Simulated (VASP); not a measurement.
# MnO2 (Fm-3m) in VASP: single point with LDA+U

Aim: the single point of MnO2 with LDA+U.

Program: VASP 6.6.1. These are calculated values, not measurements. Logs are shortened: lines on timing, memory, paths and dates and some standing lists are left out, and cuts for length are marked.

## (1) The cell of the first run

It takes space group Fm-3m (No. 225, cubic). Conventional cell: a = 4.626 Å, b = 4.626 Å, c = 4.626 Å, α = 90.00°, β = 90.00°, γ = 90.00°. Mn (site symmetry m-3m) has 8 O at 2.00 Å within 2.7 Å. O (site symmetry -43m) has 4 Mn at 2.00 Å and 6 O at 2.31 Å within 2.7 Å.

## (2) Single point, LDA+U, collinear spin, ferromagnetic start

The input, INCAR:

```
ALGO = Normal ; EDIFF = 1E-6
ENCUT = 700 ; GGA = CA
GGA_COMPAT = False ; ISIF = 2
ISMEAR = 0 ; ISPIN = 2
LASPH = True ; LCHARG = False
LDAU = True ; LDAUJ = 0 0
LDAUL = 2 -1 ; LDAUPRINT = 1
LDAUTYPE = 2 ; LDAUU = 4 0
LMAXMIX = 4 ; LORBIT = 11
LREAL = False ; LWAVE = False
MAGMOM = 3 0 0 ; NBANDS = 24
NELM = 200 ; PREC = Accurate
SIGMA = 0.05
```

The input, KPOINTS:

```
k-points
0
Gamma
  7 7 7
```

The input, POSCAR:

```
MnO2
1.0
    0.0000000000      2.3128744900      2.3128744900
    2.3128744900      0.0000000000      2.3128744900
    2.3128744900      2.3128744900      0.0000000000
Mn O
1 2
Direct
    0.0000000000      0.0000000000      0.0000000000
    0.2500000000      0.2500000000      0.2500000000
    0.7500000000      0.7500000000      0.7500000000
```

Potentials or basis: VASP PAW LDA potentials, release 64 (Mn_sv, O).

Started as:

```
$ cat potpaw_LDA.64/Mn_sv/POTCAR potpaw_LDA.64/O/POTCAR > POTCAR
$ mpirun -np 1 vasp_std > vasp.out
```

OUTCAR:

```text
EDIFF = 1E-6
   ENCUT = 700
   GGA = CA
   ISIF = 2
   ISMEAR = 0
   ISPIN = 2
   LASPH = True
   LORBIT = 11
   LREAL = False
   NELM = 200
   PREC = Accurate

 ion  position               nearest neighbor table
   1  0.000  0.000  0.000-   3 2.00   3 2.00   3 2.00   2 2.00   2 2.00   2 2.00   3 2.00   2 2.00

   2  0.250  0.250  0.250-   1 2.00   1 2.00   1 2.00   1 2.00
   3  0.750  0.750  0.750-   1 2.00   1 2.00   1 2.00   1 2.00

  LATTYP: Found a face centered cubic cell.
 ALAT       =     4.6257489800

  Lattice vectors:

 A1 = (   0.0000000000,   2.3128744900,   2.3128744900)
 A2 = (   2.3128744900,   0.0000000000,   2.3128744900)
 A3 = (   2.3128744900,   2.3128744900,   0.0000000000)

Analysis of symmetry for initial positions (statically):
=====================================================================
 Subroutine PRICEL returns:
 Original cell was already a primitive cell.

 Routine SETGRP: Setting up the symmetry group for a
 face centered cubic supercell.

 Subroutine GETGRP returns: Found 48 space group operations
 (whereof 48 operations were pure point group operations)
 out of a pool of 48 trial point group operations.

The static configuration has the point symmetry O_h .

Analysis of symmetry for dynamics (positions and initial velocities):
=====================================================================
 Subroutine PRICEL returns:
 Original cell was already a primitive cell.

 Routine SETGRP: Setting up the symmetry group for a
 face centered cubic supercell.

 Subroutine GETGRP returns: Found 48 space group operations
 (whereof 48 operations were pure point group operations)
 out of a pool of 48 trial point group operations.

The dynamic configuration has the point symmetry O_h .

Analysis of structural, dynamic, and magnetic symmetry:
=====================================================================
 Subroutine PRICEL returns:
 Original cell was already a primitive cell.

 Routine SETGRP: Setting up the symmetry group for a
 face centered cubic supercell.

 Subroutine GETGRP returns: Found 48 space group operations
 (whereof 48 operations were pure point group operations)
 out of a pool of 48 trial point group operations.

The overall configuration has the point symmetry O_h .

 Subroutine INISYM returns: Found 48 space group operations
 (whereof 48 operations are pure point group operations),
 and found     1 'primitive' translations

----------------------------------------------------------------------------------------

                                     Primitive cell

  volume of cell :      24.7449

  direct lattice vectors                    reciprocal lattice vectors
     0.000000000  2.312874490  2.312874490    -0.216181207  0.216181207  0.216181207
     2.312874490  0.000000000  2.312874490     0.216181207 -0.216181207  0.216181207
     2.312874490  2.312874490  0.000000000     0.216181207  0.216181207 -0.216181207

  length of vectors
     3.270898472  3.270898472  3.270898472     0.374436835  0.374436835  0.374436835

  position of ions in fractional coordinates (direct lattice)
     0.000000000  0.000000000  0.000000000
     0.250000000  0.250000000  0.250000000
     0.750000000  0.750000000  0.750000000

  ion indices of the primitive-cell ions
   primitive index   ion index
                 1           1
                 2           2
                 3           3

----------------------------------------------------------------------------------------

 KPOINTS: k-points

Automatic generation of k-mesh.
 Grid dimensions read from file:
 generate k-points for:    7    7    7

 Generating k-lattice:

  Cartesian coordinates                     Fractional coordinates (reciprocal lattice)
    -0.030883030  0.030883030  0.030883030     0.142857143  0.000000000  0.000000000
     0.030883030 -0.030883030  0.030883030     0.000000000  0.142857143  0.000000000
     0.030883030  0.030883030 -0.030883030     0.000000000  0.000000000  0.142857143

  Length of vectors
     0.053490976  0.053490976  0.053490976

  Shift w.r.t. Gamma in fractional coordinates (k-lattice)
     0.000000000  0.000000000  0.000000000

 Subroutine IBZKPT returns following result:
 ===========================================

 Found     20 irreducible k-points:

 Following reciprocal coordinates:
            Coordinates               Weight
  0.000000  0.000000  0.000000      1.000000
  0.142857  0.000000  0.000000      8.000000
  0.285714  0.000000  0.000000      8.000000
  0.428571  0.000000  0.000000      8.000000
  0.142857  0.142857  0.000000      6.000000
  0.285714  0.142857  0.000000     24.000000
[... 12 lines left out ...]
 -0.428571  0.428571  0.142857     24.000000
 -0.285714  0.428571  0.142857     24.000000
   k-points           NKPTS =     20   k-points in BZ     NKDIM =     20   number of bands    NBANDS=     24
   number of dos      NEDOS =    301   number of ions     NIONS =      3
   total plane-waves  NPLWV =  21952
   dimension x,y,z NGX =    28 NGY =   28 NGZ =   28
   dimension x,y,z NGXF=    56 NGYF=   56 NGZF=   56
   ions per type =               1   2
   NGX,Y,Z   is equivalent  to a cutoff of  14.23, 14.23, 14.23 a.u.
   NGXF,Y,Z  is equivalent  to a cutoff of  28.46, 28.46, 28.46 a.u.
 SYSTEM =  unknown system
   PREC   = accura    normal or accurate (medium, high low for compatibility)
   ISTART =      0    job   : 0-new  1-cont  2-samecut
   ICHARG =      2    charge: 1-file 2-atom 10-const
   ISPIN  =      2    spin polarized calculation?
   LNONCOLLINEAR =      F non collinear calculations
   LSORBIT =      F    spin-orbit coupling
   LASPH  =      T    aspherical Exc in radial PAW
   ENCUT  =  700.0 eV  51.45 Ry    7.17 a.u.   7.06  7.06  7.06*2*pi/ulx,y,z
   NELM   =    200;   NELMIN=  2; NELMDL= -5     # of ELM steps
   EDIFF  = 0.1E-05   stopping-criterion for ELM
   LREAL  =      F    real-space projection
   EDIFFG = 0.1E-04   stopping-criterion for IOM
   NSW    =      0    number of steps for IOM
   IBRION =     -1    ionic relax: 0-MD 1-quasi-New 2-CG
   NFREE  =      0    steps in history (QN), initial steepest desc. (CG)
   ISIF   =      2    stress and relaxation
   ISYM   =      2    0-nonsym 1-usesym 2-fastsym
   POTIM  = 0.5000    time-step for ionic-motion
   TEBEG  =    0.0;   TEEND  =   0.0 temperature during run
   PSTRESS=    0.0 pullay stress
   NELECT =      27.0000    total number of electrons
   NUPDOWN=      -1.0000    fix difference up-down
   EMIN   =  10.00;   EMAX   =-10.00  energy-range for DOS
   EFERMI =   0.00;   METHOD = LEGACY
   ISMEAR =     0;   SIGMA  =   0.05  broadening in eV -4-tet -1-fermi 0-gaus
   EFERMI_NEDOS =   21; number of points for ismear=-14 and -15
   IALGO  =     38    algorithm
   IMIX   =      4    mixing-type and parameters
     AMIX     =   0.40;   BMIX     =  1.00
     AMIX_MAG =   1.60;   BMIX_MAG =  1.00
  volume/ion in A,a.u.               =       8.25        55.66
  Fermi-wavevector in a.u.,A,eV,Ry     =   1.685391  3.184927 38.647934  2.840543
  Thomas-Fermi vector in A             =   2.768243
   LORBIT       =     11    0 simple, 1 ext, 2 COOP (PROOUT), +10 PAW based schemes
 LDA+U is selected, type is set to LDAUTYPE =  2
   angular momentum for each species LDAUL =     2   -1
   U (eV)           for each species LDAUU =   4.0  0.0
   J (eV)           for each species LDAUJ =   0.0  0.0
   GGA     = CA    functional components
   LHFCALC =     F    Hartree Fock is set to
   AEXX    =    0.0000 exact exchange contribution
   IVDW    =     0    specifies the selected vdW correction
   LEPSILON=     F    determine dielectric tensor
   LRPA    =     F    only Hartree local field effects (RPA)
 spin polarized calculation
 Gauss-broadening in eV      SIGMA  =   0.05
  energy-cutoff  :      700.00
  volume of cell :       24.74
 maximum number of plane-waves:      1051
   NGX = 15   NGY = 15   NGZ = 15

atom =   1  type =  1  l = 2

 onsite density matrix

spin component  1

  0.7017  0.0000 -0.0000 -0.0000  0.0000
  0.0000  0.7017 -0.0000  0.0000 -0.0000
 -0.0000 -0.0000  0.9129 -0.0000  0.0000
 -0.0000  0.0000 -0.0000  0.7017 -0.0000
  0.0000 -0.0000  0.0000 -0.0000  0.9129

spin component  2

  0.1650 -0.0000  0.0000  0.0000 -0.0000
 -0.0000  0.1650 -0.0000 -0.0000  0.0000
  0.0000 -0.0000  0.0344  0.0000 -0.0000
  0.0000 -0.0000  0.0000  0.1650  0.0000
 -0.0000  0.0000 -0.0000  0.0000  0.0344

 occupancies and eigenvectors

  o =  0.0344  v =  0.0000  0.0000  0.0000  0.0000  0.0000  0.0000 -0.0000  0.0482 -0.0000  0.9988      0.0000  0.0000  0.0000  0.0000  0.0000  0.0000  0.0000  0.0000  0.0000  0.0000
  o =  0.0344  v =  0.0000  0.0000  0.0000  0.0000  0.0000  0.0000  0.0000 -0.9988  0.0000  0.0482      0.0000  0.0000  0.0000  0.0000  0.0000  0.0000  0.0000  0.0000  0.0000  0.0000
  o =  0.1650  v =  0.0000  0.0000  0.0000  0.0000  0.0000  0.9972  0.0486  0.0000 -0.0564 -0.0000      0.0000  0.0000  0.0000  0.0000  0.0000  0.0000  0.0000  0.0000  0.0000  0.0000
  o =  0.1650  v =  0.0000  0.0000  0.0000  0.0000  0.0000 -0.0404  0.9896  0.0000  0.1381  0.0000      0.0000  0.0000  0.0000  0.0000  0.0000  0.0000  0.0000  0.0000  0.0000  0.0000
  o =  0.1650  v =  0.0000  0.0000  0.0000  0.0000  0.0000  0.0625 -0.1355 -0.0000  0.9888  0.0000      0.0000  0.0000  0.0000  0.0000  0.0000  0.0000  0.0000  0.0000  0.0000  0.0000
  o =  0.7017  v =  1.0000  0.0000  0.0000  0.0000  0.0000  0.0000  0.0000  0.0000  0.0000  0.0000      0.0000  0.0000  0.0000  0.0000  0.0000  0.0000  0.0000  0.0000  0.0000  0.0000
  o =  0.7017  v =  0.0000  0.0564  0.0000  0.9984 -0.0000  0.0000  0.0000  0.0000  0.0000  0.0000      0.0000  0.0000  0.0000  0.0000  0.0000  0.0000  0.0000  0.0000  0.0000  0.0000
  o =  0.7017  v =  0.0000 -0.9984 -0.0000  0.0564 -0.0000  0.0000  0.0000  0.0000  0.0000  0.0000      0.0000  0.0000  0.0000  0.0000  0.0000  0.0000  0.0000  0.0000  0.0000  0.0000
  o =  0.9129  v =  0.0000 -0.0000  0.9992  0.0000 -0.0406  0.0000  0.0000  0.0000  0.0000  0.0000      0.0000  0.0000  0.0000  0.0000  0.0000  0.0000  0.0000  0.0000  0.0000  0.0000
  o =  0.9129  v =  0.0000 -0.0000  0.0406  0.0000  0.9992  0.0000  0.0000  0.0000  0.0000  0.0000      0.0000  0.0000  0.0000  0.0000  0.0000  0.0000  0.0000  0.0000  0.0000  0.0000

 number of electron      26.9999996 magnetization       3.0003603

 Free energy of the ion-electron system (eV)
  ---------------------------------------------------
  ext. energy  EPLUGINS =         0.00000000
  ---------------------------------------------------
  free energy    TOTEN  =       -22.41344927 eV

  energy without entropy =      -22.41144194  energy(sigma->0) =      -22.41244560

 E-fermi :   9.0794     XC(G=0): -13.4289

 val. band max:        9.0545840492   @ k =   0.4286   0.2857   0.0000
 cond. band min:       9.1054601400   @ k =  -0.4286   0.4286   0.1429
 fundamental gap:      0.0508760909
 Fermi energy:         9.0794034108

 spin component 1

 k-point     1 :       0.0000    0.0000    0.0000
  band No.  band energies     occupation
      1     -72.4554      1.00000
      2     -41.6074      1.00000
      3     -41.6074      1.00000
      4     -41.6074      1.00000
      5     -12.1335      1.00000
      6      -6.8654      1.00000
[... 529 lines left out ...]
     23      29.4491      0.00000
     24      31.7220      0.00000
 Fermi energy:         9.0794034108

 spin component 2

 k-point     1 :       0.0000    0.0000    0.0000
  band No.  band energies     occupation
      1     -68.8102      1.00000
      2     -38.0715      1.00000
      3     -38.0715      1.00000
      4     -38.0715      1.00000
      5     -12.3305      1.00000
      6      -7.3015      1.00000
[... 529 lines left out ...]
     23      30.5999      0.00000
     24      31.9314      0.00000

------------------------ aborting loop because EDIFF is reached ----------------------------------------

  FORCE on cell =-STRESS in cart. coord.  units (eV):
  Direction    XX          YY          ZZ          XY          YZ          ZX
  --------------------------------------------------------------------------------------
  -------------------------------------------------------------------------------------
  Total        2.3146483      2.3146483      2.3146483     -0.0000000     -0.0000000      0.0000000
  in kB      149.8681696    149.8681696    149.8681696     -0.0000000     -0.0000000      0.0000000
  external PRESSURE =     149.8681696 kB  Pullay stress =       0.0000000 kB

 VOLUME and BASIS-vectors are now :
 -----------------------------------------------------------------------------
  energy-cutoff  :      700.00
  volume of cell :       24.74
      direct lattice vectors                 reciprocal lattice vectors
     0.000000000  2.312874490  2.312874490    -0.216181207  0.216181207  0.216181207
     2.312874490  0.000000000  2.312874490     0.216181207 -0.216181207  0.216181207
     2.312874490  2.312874490  0.000000000     0.216181207  0.216181207 -0.216181207

 POSITION                                       TOTAL-FORCE (eV/Angst)
 -----------------------------------------------------------------------------------
      0.00000      0.00000      0.00000        -0.000000      0.000000      0.000000
      1.15644      1.15644      1.15644        -0.000000     -0.000000     -0.000000
      3.46931      3.46931      3.46931         0.000000      0.000000      0.000000
 -----------------------------------------------------------------------------------
    total drift:                               -0.000000     -0.000000      0.000000

  FREE ENERGIE OF THE ION-ELECTRON SYSTEM (eV)
  ---------------------------------------------------
  free  energy   TOTEN  =       -22.4134492714 eV

  energy  without entropy=      -22.4114419355  energy(sigma->0) =      -22.41244560

 total charge

# of ion       s       p       d       tot
------------------------------------------
    1        2.179   6.089   4.470  12.738
    2        1.589   3.411   0.000   5.001
    3        1.589   3.411   0.000   5.001
--------------------------------------------------
tot          5.357  12.912   4.470  22.739

 magnetization (x)

# of ion       s       p       d       tot
------------------------------------------
    1        0.018   0.020   3.357   3.395
    2        0.015  -0.272   0.000  -0.257
    3        0.015  -0.272   0.000  -0.257
--------------------------------------------------
tot          0.048  -0.523   3.357   2.881
```

It took 17 s on 1 thread of Intel Xeon 6975P-C (Granite Rapids), shared host; peak memory 0.16 GiB.

What came out:

- Free energy: -22.4134 eV
- Pressure: 15.0 GPa
- Band gap on the k mesh: zero (filled and empty bands overlap)
- Net moment: 3.00 μB per cell
- Site moments: Mn +3.40; O -0.26 μB
- Valence electrons inside the program's atomic spheres: Mn 12.74; O 5.00

Eigenvalues of the final occupation matrices:
| site | spin | trace | eigenvalues |
| --- | --- | --- | --- |
| site 1 d | 1 | 3.93 | 0.70 0.70 0.70 0.91 0.91 |
| site 1 d | 2 | 0.56 | 0.03 0.03 0.17 0.17 0.17 |

Caveat: the cell stands under pressure; a cell with one magnetic atom can't hold antiferromagnetic order, which such compounds often take. The state reached can hang on the start; a lower one may exist.

The gap in the log of VASP goes by the Fermi energy; the results here count the filled bands.